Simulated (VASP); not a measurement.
# Na (R-3m) in VASP: further runs, part 2 of 2

VASP 6.6.1.

## 3. Relaxation of shape and atoms at fixed volume, PBE (33.62 Å³/atom)

This run uses another cell than the first one, of 33.62 Å³/atom.

File INCAR:

```
SYSTEM = Na
PREC = Accurate
ENCUT = 600
EDIFF = 1E-6
ISMEAR = 0
SIGMA = 0.1
LREAL = .FALSE.
LASPH = .TRUE.
NELM = 80
ALGO = Fast
ISIF = 4
LWAVE = .FALSE.
LCHARG = .FALSE.
GGA = PE
IBRION = 2
NSW = 50
EDIFFG = -0.01
```

File KPOINTS:

```
Automatic mesh
0
G
  18 18 18
  0 0 0
```

File POSCAR:

```
Na
1.0
    2.8772614507      1.6611876731      1.1724365234
   -2.8772614507      1.6611876731      1.1724365234
    0.0000000000     -3.3223753462      1.1724365234
Na
1
Direct
    0.0000000000      0.0000000000      0.0000000000
```

Potentials or basis: VASP PAW PBE potentials, release 64 (Na_pv).

Command:

```bash
> cat potpaw_PBE.64/Na_pv/POTCAR > POTCAR
> mpirun -np 1 vasp_std > vasp.out
```

OUTCAR:

```text
SYSTEM = Na
   PREC = Accurate
   ENCUT = 600
   EDIFF = 1E-6
   ISMEAR = 0
   LREAL = .FALSE.
   LASPH = .TRUE.
   NELM = 80
   ISIF = 4
   GGA = PE
   IBRION = 2
   NSW = 50
   EDIFFG = -0.01

 ion  position               nearest neighbor table
   1  0.000  0.000  0.000-

  LATTYP: Found a trigonal (rhomboedric) cell.
 ALAT       =     3.5231783012
 COS(alpha) =    -0.3338881206

  Lattice vectors:

 A1 = (   2.8772614507,   1.6611876731,   1.1724365234)
 A2 = (  -2.8772614507,   1.6611876731,   1.1724365234)
 A3 = (   0.0000000000,  -3.3223753462,   1.1724365234)

Analysis of symmetry for initial positions (statically):
=====================================================================
 Subroutine PRICEL returns:
 Original cell was already a primitive cell.

 Routine SETGRP: Setting up the symmetry group for a
 trigonal (rhombohedral) supercell.

 Subroutine GETGRP returns: Found 12 space group operations
 (whereof 12 operations were pure point group operations)
 out of a pool of 12 trial point group operations.

The static configuration has the point symmetry D_3d.

Analysis of symmetry for dynamics (positions and initial velocities):
=====================================================================
 Subroutine PRICEL returns:
 Original cell was already a primitive cell.

 Routine SETGRP: Setting up the symmetry group for a
 trigonal (rhombohedral) supercell.

 Subroutine GETGRP returns: Found 12 space group operations
 (whereof 12 operations were pure point group operations)
 out of a pool of 12 trial point group operations.

The dynamic configuration has the point symmetry D_3d.

 Subroutine INISYM returns: Found 12 space group operations
 (whereof 12 operations are pure point group operations),
 and found     1 'primitive' translations

----------------------------------------------------------------------------------------

                                     Primitive cell

  volume of cell :      33.6232

  direct lattice vectors                    reciprocal lattice vectors
     2.877261451  1.661187673  1.172436523     0.173776352  0.100329824  0.284308213
    -2.877261451  1.661187673  1.172436523    -0.173776352  0.100329824  0.284308213
     0.000000000 -3.322375346  1.172436523     0.000000000 -0.200659648  0.284308213

  length of vectors
     3.523178301  3.523178301  3.523178301     0.347987722  0.347987722  0.347987722

  position of ions in fractional coordinates (direct lattice)
     0.000000000  0.000000000  0.000000000

  ion indices of the primitive-cell ions
   primitive index   ion index
                 1           1

----------------------------------------------------------------------------------------

 KPOINTS: Automatic mesh

Automatic generation of k-mesh.
 Grid dimensions read from file:
 generate k-points for:   18   18   18

 Generating k-lattice:

  Cartesian coordinates                     Fractional coordinates (reciprocal lattice)
     0.009654242  0.005573879  0.015794901     0.055555556  0.000000000 -0.000000000
    -0.009654242  0.005573879  0.015794901     0.000000000  0.055555556 -0.000000000
     0.000000000 -0.011147758  0.015794901    -0.000000000 -0.000000000  0.055555556

  Length of vectors
     0.019332651  0.019332651  0.019332651

  Shift w.r.t. Gamma in fractional coordinates (k-lattice)
     0.000000000  0.000000000  0.000000000

 Subroutine IBZKPT returns following result:
 ===========================================

 Found    580 irreducible k-points:

 Following reciprocal coordinates:
            Coordinates               Weight
  0.000000  0.000000  0.000000      1.000000
  0.055556  0.000000  0.000000      6.000000
  0.111111  0.000000  0.000000      6.000000
  0.166667 -0.000000  0.000000      6.000000
  0.222222  0.000000  0.000000      6.000000
  0.277778 -0.000000 -0.000000      6.000000
[... 16 lines left out ...]
 -0.277778  0.055556  0.000000     12.000000
 -0.222222  0.055556 -0.000000     12.000000
 [... further k-points ...]
   k-points           NKPTS =    580   k-points in BZ     NKDIM =    580   number of bands    NBANDS=      7
   number of dos      NEDOS =    301   number of ions     NIONS =      1
   total plane-waves  NPLWV =  21952
   dimension x,y,z NGX =    28 NGY =   28 NGZ =   28
   dimension x,y,z NGXF=    56 NGYF=   56 NGZF=   56
   ions per type =               1
   NGX,Y,Z   is equivalent  to a cutoff of  13.21, 13.21, 13.21 a.u.
   NGXF,Y,Z  is equivalent  to a cutoff of  26.42, 26.42, 26.42 a.u.
 SYSTEM =  Na
   PREC   = accura    normal or accurate (medium, high low for compatibility)
   ISTART =      0    job   : 0-new  1-cont  2-samecut
   ICHARG =      2    charge: 1-file 2-atom 10-const
   ISPIN  =      1    spin polarized calculation?
   LNONCOLLINEAR =      F non collinear calculations
   LSORBIT =      F    spin-orbit coupling
   LASPH  =      T    aspherical Exc in radial PAW
   ENCUT  =  600.0 eV  44.10 Ry    6.64 a.u.   7.04  7.04  7.04*2*pi/ulx,y,z
   NELM   =     80;   NELMIN=  2; NELMDL= -5     # of ELM steps
   EDIFF  = 0.1E-05   stopping-criterion for ELM
   LREAL  =      F    real-space projection
   EDIFFG = -.1E-01   stopping-criterion for IOM
   NSW    =     50    number of steps for IOM
   IBRION =      2    ionic relax: 0-MD 1-quasi-New 2-CG
   NFREE  =      1    steps in history (QN), initial steepest desc. (CG)
   ISIF   =      4    stress and relaxation
   ISYM   =      2    0-nonsym 1-usesym 2-fastsym
   POTIM  = 0.5000    time-step for ionic-motion
   TEBEG  =    0.0;   TEEND  =   0.0 temperature during run
   PSTRESS=    0.0 pullay stress
   NELECT =       7.0000    total number of electrons
   NUPDOWN=      -1.0000    fix difference up-down
   EMIN   =  10.00;   EMAX   =-10.00  energy-range for DOS
   EFERMI =   0.00;   METHOD = LEGACY
   ISMEAR =     0;   SIGMA  =   0.10  broadening in eV -4-tet -1-fermi 0-gaus
   EFERMI_NEDOS =   21; number of points for ismear=-14 and -15
   IALGO  =     68    algorithm
   IMIX   =      4    mixing-type and parameters
     AMIX     =   0.40;   BMIX     =  1.00
     AMIX_MAG =   1.60;   BMIX_MAG =  1.00
  volume/ion in A,a.u.               =      33.62       226.90
  Fermi-wavevector in a.u.,A,eV,Ry     =   0.970275  1.833553 12.808969  0.941433
  Thomas-Fermi vector in A             =   2.100396
   LORBIT       =      0    0 simple, 1 ext, 2 COOP (PROOUT), +10 PAW based schemes
   GGA     = PE    functional components
   LHFCALC =     F    Hartree Fock is set to
   AEXX    =    0.0000 exact exchange contribution
   IVDW    =     0    specifies the selected vdW correction
   LEPSILON=     F    determine dielectric tensor
   LRPA    =     F    only Hartree local field effects (RPA)
 conjugate gradient relaxation of ions
 non-spin polarized calculation
 RMM-DIIS sequential band-by-band and
 Gauss-broadening in eV      SIGMA  =   0.10
  energy-cutoff  :      600.00
  volume of cell :       33.62
 maximum number of plane-waves:      1144
   NGX = 15   NGY = 15   NGZ = 15

 number of electron       7.0000003 magnetization

 Free energy of the ion-electron system (eV)
  ---------------------------------------------------
  ext. energy  EPLUGINS =         0.00000000
  ---------------------------------------------------
  free energy    TOTEN  =        -1.30394891 eV

  energy without entropy =       -1.30176499  energy(sigma->0) =       -1.30285695

 E-fermi :   0.6286     XC(G=0):  -6.7622

 val. band max:        0.5702267788   @ k =   0.2778   0.2222  -0.0000
 cond. band min:       0.6656311437   @ k =   0.5000   0.3333   0.1667
 fundamental gap:      0.0954043649
 Fermi energy:         0.6285887142

 k-point     1 :       0.0000    0.0000    0.0000
  band No.  band energies     occupation
      1     -24.2071      2.00000
      2     -24.2071      2.00000
      3     -24.2071      2.00000
      4      -2.8643      2.00000
      5      12.9999      0.00000
      6      13.0095      0.00000
      7      13.0095      0.00000
[... 221 lines left out ...]
 k-point    24 :      -0.2222    0.0556   -0.0000
  band No.  band energies     occupation
      1     -24.2245      2.00000
      2     -24.2124      2.00000
      3     -24.2076      2.00000
      4      -2.1114      2.00000
      5       8.4434      0.00000
      6      10.1938      0.00000
      7      11.5063      0.00000

 [... further k-points ...]

------------------------ aborting loop because EDIFF is reached ----------------------------------------

  FORCE on cell =-STRESS in cart. coord.  units (eV):
  Direction    XX          YY          ZZ          XY          YZ          ZX
  --------------------------------------------------------------------------------------
  -------------------------------------------------------------------------------------
  Total        0.1828805      0.1828805      0.1893946     -0.0000000      0.0000000      0.0000000
  in kB        8.7144387      8.7144387      9.0248397     -0.0000000      0.0000000      0.0000000
  external PRESSURE =       8.8179057 kB  Pullay stress =       0.0000000 kB

 VOLUME and BASIS-vectors are now :
 -----------------------------------------------------------------------------
  energy-cutoff  :      600.00
  volume of cell :       33.62
      direct lattice vectors                 reciprocal lattice vectors
     2.877261451  1.661187673  1.172436523     0.173776352  0.100329824  0.284308213
    -2.877261451  1.661187673  1.172436523    -0.173776352  0.100329824  0.284308213
     0.000000000 -3.322375346  1.172436523     0.000000000 -0.200659648  0.284308213

 POSITION                                       TOTAL-FORCE (eV/Angst)
 -----------------------------------------------------------------------------------
      0.00000      0.00000      0.00000         0.000000      0.000000      0.000000
 -----------------------------------------------------------------------------------
    total drift:                               -0.000000      0.000000      0.000000

  FREE ENERGIE OF THE ION-ELECTRON SYSTEM (eV)
  ---------------------------------------------------
  free  energy   TOTEN  =        -1.3039489078 eV

  energy  without entropy=       -1.3017649889  energy(sigma->0) =       -1.30285695

 reached required accuracy - stopping structural energy minimisation
```

OSZICAR:

```text
N       E                     dE             d eps       ncg     rms          rms(c)
DAV:   1     0.214932002307E+02    0.21493E+02   -0.41923E+03  8127   0.948E+02
DAV:   2    -0.881987179575E+00   -0.22375E+02   -0.22361E+02  8575   0.143E+02
DAV:   3    -0.130200827035E+01   -0.42002E+00   -0.42002E+00 10318   0.279E+01
DAV:   4    -0.130499642290E+01   -0.29882E-02   -0.29882E-02 10038   0.215E+00
DAV:   5    -0.130503242399E+01   -0.36001E-04   -0.36001E-04 10549   0.199E-01    0.214E-01
RMM:   6    -0.130438559962E+01    0.64682E-03   -0.32616E-04  8317   0.272E-01    0.142E-01
RMM:   7    -0.130393802389E+01    0.44758E-03   -0.74781E-04  8258   0.377E-01    0.176E-02
RMM:   8    -0.130394437402E+01   -0.63501E-05   -0.18250E-04  8366   0.351E-01    0.417E-03
RMM:   9    -0.130394782207E+01   -0.34481E-05   -0.42140E-05  8207   0.108E-01    0.282E-03
RMM:  10    -0.130394885615E+01   -0.10341E-05   -0.12972E-05  8194   0.906E-02    0.264E-03
RMM:  11    -0.130394890782E+01   -0.51666E-07   -0.43672E-06  8247   0.356E-02
   1 F= -.13039489E+01 E0= -.13028569E+01  d E =-.130395E+01
```

It took 54 s on 1 thread of AMD EPYC 9R45 (Zen 5), shared host; peak memory 0.24 GiB.

Results:

```
Free energy             : -1.3039 eV
Pressure after relaxing : 0.9 GPa
Band gap on the k mesh  : zero (an odd number of electrons rules out a gap without spin polarisation)
```

Final structure:
```cif
data_structure
_symmetry_space_group_name_H-M 'P 1'
_symmetry_Int_Tables_number 1
_cell_length_a 3.5232
_cell_length_b 3.5232
_cell_length_c 3.5232
_cell_angle_alpha 109.505
_cell_angle_beta 109.505
_cell_angle_gamma 109.505
_cell_volume 33.62
loop_
_atom_site_label
_atom_site_type_symbol
_atom_site_fract_x
_atom_site_fract_y
_atom_site_fract_z
_atom_site_occupancy
Na1 Na 0.00000 0.00000 0.00000 1
```

Levels at points of the mesh, in eV from the Fermi level:
```tsv
k point	band 1	band 2	band 3	band 4	band 5	band 6
(0.00, 0.00, 0.00)	-24.84	-24.84	-24.84	-3.49	12.37	12.38
(0.50, 0.00, 0.00)	-24.89	-24.85	-24.84	0.79	1.33	8.61
(0.50, 0.50, 0.00)	-24.89	-24.85	-24.84	0.78	1.32	8.62
(0.50, 0.50, 0.50)	-24.87	-24.87	-24.87	4.67	4.67	5.24
```

## 4. Relaxation of shape and atoms at fixed volume, PBE (34.73 Å³/atom)

This run uses another cell than the first one, of 34.73 Å³/atom.

File INCAR:

```
SYSTEM = Na
PREC = Accurate ; ENCUT = 600
EDIFF = 1E-6 ; ISMEAR = 0
SIGMA = 0.1 ; LREAL = .FALSE.
LASPH = .TRUE. ; NELM = 80
ALGO = Fast ; ISIF = 4
LWAVE = .FALSE. ; LCHARG = .FALSE.
GGA = PE ; IBRION = 2
NSW = 50 ; EDIFFG = -0.01
```

File KPOINTS:

```
regular mesh
0
G
  18 18 18
  0 0 0
```

File POSCAR:

```
Na
1.0
    2.9085384821      1.6792454756      1.1851813972
   -2.9085384821      1.6792454756      1.1851813972
    0.0000000000     -3.3584909512      1.1851813972
Na
1
Direct
    0.0000000000      0.0000000000      0.0000000000
```

Potentials or basis: VASP PAW PBE potentials, release 64 (Na_pv).

Command:

```bash
> cat potpaw_PBE.64/Na_pv/POTCAR > POTCAR
> mpirun -np 1 vasp_std > vasp.out
```

OUTCAR:

```text
SYSTEM = Na
   PREC = Accurate
   ENCUT = 600
   EDIFF = 1E-6
   ISMEAR = 0
   LREAL = .FALSE.
   LASPH = .TRUE.
   NELM = 80
   ISIF = 4
   GGA = PE
   IBRION = 2
   NSW = 50
   EDIFFG = -0.01

 ion  position               nearest neighbor table
   1  0.000  0.000  0.000-

  LATTYP: Found a trigonal (rhomboedric) cell.
 ALAT       =     3.5614767181
 COS(alpha) =    -0.3338881206

  Lattice vectors:

 A1 = (   2.9085384821,   1.6792454756,   1.1851813972)
 A2 = (  -2.9085384821,   1.6792454756,   1.1851813972)
 A3 = (   0.0000000000,  -3.3584909512,   1.1851813972)

Analysis of symmetry for initial positions (statically):
=====================================================================
 Subroutine PRICEL returns:
 Original cell was already a primitive cell.

 Routine SETGRP: Setting up the symmetry group for a
 trigonal (rhombohedral) supercell.

 Subroutine GETGRP returns: Found 12 space group operations
 (whereof 12 operations were pure point group operations)
 out of a pool of 12 trial point group operations.

The static configuration has the point symmetry D_3d.

[... 162 lines left out ...]
 val. band max:        0.4685078447   @ k =   0.2778   0.2222   0.0000
 cond. band min:       0.5622216612   @ k =   0.5000   0.3333   0.1667
 fundamental gap:      0.0937138165
 Fermi energy:         0.5258640723

 k-point     1 :       0.0000    0.0000    0.0000
  band No.  band energies     occupation
      1     -24.3306      2.00000
      2     -24.3306      2.00000
      3     -24.3306      2.00000
      4      -2.8946      2.00000
      5      12.6793      0.00000
      6      12.6887      0.00000
      7      12.6887      0.00000
[... 221 lines left out ...]
 k-point    24 :      -0.2222    0.0556    0.0000
  band No.  band energies     occupation
      1     -24.3462      2.00000
      2     -24.3354      2.00000
      3     -24.3311      2.00000
      4      -2.1585      2.00000
      5       8.1974      0.00000
      6       9.9183      0.00000
      7      11.1696      0.00000

 [... further k-points ...]

------------------------ aborting loop because EDIFF is reached ----------------------------------------

  FORCE on cell =-STRESS in cart. coord.  units (eV):
  Direction    XX          YY          ZZ          XY          YZ          ZX
  --------------------------------------------------------------------------------------
  -------------------------------------------------------------------------------------
  Total        0.1168782      0.1168782      0.1231643     -0.0000000      0.0000000      0.0000000
  in kB        5.3916155      5.3916155      5.6815967     -0.0000000      0.0000000      0.0000000
  external PRESSURE =       5.4882759 kB  Pullay stress =       0.0000000 kB

 VOLUME and BASIS-vectors are now :
 -----------------------------------------------------------------------------
  energy-cutoff  :      600.00
  volume of cell :       34.73
      direct lattice vectors                 reciprocal lattice vectors
     2.908538482  1.679245476  1.185181397     0.171907645  0.099250925  0.281250899
    -2.908538482  1.679245476  1.185181397    -0.171907645  0.099250925  0.281250899
     0.000000000 -3.358490951  1.185181397     0.000000000 -0.198501850  0.281250899

 POSITION                                       TOTAL-FORCE (eV/Angst)
 -----------------------------------------------------------------------------------
      0.00000      0.00000      0.00000         0.000000     -0.000000     -0.000000
 -----------------------------------------------------------------------------------
    total drift:                               -0.000000      0.000000      0.000000

  FREE ENERGIE OF THE ION-ELECTRON SYSTEM (eV)
  ---------------------------------------------------
  free  energy   TOTEN  =        -1.3088530298 eV

  energy  without entropy=       -1.3066309616  energy(sigma->0) =       -1.30774200

 reached required accuracy - stopping structural energy minimisation
```

OSZICAR:

```text
N       E                     dE             d eps       ncg     rms          rms(c)
DAV:   1     0.216881315418E+02    0.21688E+02   -0.41751E+03  8141   0.948E+02
DAV:   2    -0.891078542066E+00   -0.22579E+02   -0.22557E+02  8596   0.143E+02
DAV:   3    -0.130658013755E+01   -0.41550E+00   -0.41550E+00 10248   0.280E+01
DAV:   4    -0.130975307753E+01   -0.31729E-02   -0.31729E-02 10129   0.223E+00
DAV:   5    -0.130979178798E+01   -0.38710E-04   -0.38710E-04 10521   0.209E-01    0.210E-01
RMM:   6    -0.130923143474E+01    0.56035E-03   -0.32655E-04  8310   0.273E-01    0.140E-01
RMM:   7    -0.130884309733E+01    0.38834E-03   -0.74542E-04  8253   0.371E-01    0.173E-02
RMM:   8    -0.130884852747E+01   -0.54301E-05   -0.17817E-04  8359   0.345E-01    0.416E-03
RMM:   9    -0.130885192404E+01   -0.33966E-05   -0.40506E-05  8220   0.105E-01    0.275E-03
RMM:  10    -0.130885302143E+01   -0.10974E-05   -0.12519E-05  8204   0.886E-02    0.247E-03
RMM:  11    -0.130885302978E+01   -0.83576E-08   -0.41718E-06  8153   0.347E-02
   1 F= -.13088530E+01 E0= -.13077420E+01  d E =-.130885E+01
```

Wall time 55 s (1 thread of AMD EPYC 9R45 (Zen 5), shared host); peak memory 0.24 GiB.

Results:

* Free energy: -1.3089 eV
* Pressure after relaxing: 0.5 GPa
* Band gap on the k mesh: zero (an odd number of electrons rules out a gap without spin polarisation)

Final structure:
```cif
data_structure
_symmetry_space_group_name_H-M 'P 1'
_symmetry_Int_Tables_number 1
_cell_length_a 3.5615
_cell_length_b 3.5615
_cell_length_c 3.5615
_cell_angle_alpha 109.505
_cell_angle_beta 109.505
_cell_angle_gamma 109.505
_cell_volume 34.73
loop_
_atom_site_label
_atom_site_type_symbol
_atom_site_fract_x
_atom_site_fract_y
_atom_site_fract_z
_atom_site_occupancy
Na1 Na 0.00000 0.00000 0.00000 1
```

## 5. Overview

| cell | gap on the mesh (eV) | pressure (GPa) |
| --- | --- | --- |
| relaxed from a = 3.484 Å, angles 109.5°, 1 atom | none | 1.3 |
| relaxed from a = 3.523 Å, angles 109.5°, 1 atom | none | 0.9 |
| relaxed from a = 3.561 Å, angles 109.5°, 1 atom | none | 0.5 |

Alike in all rows: task relaxation of shape and atoms at fixed volume; level PBE; potentials or basis VASP PAW PBE potentials, release 64 (Na_pv); no spin polarisation; k mesh 18 × 18 × 18; cutoff (eV) 600; smearing gaussian 0.1 eV.

Absolute energies hang on the potentials; compare differences alone.

The gap in the log of VASP goes by the Fermi energy; the results here count the filled bands.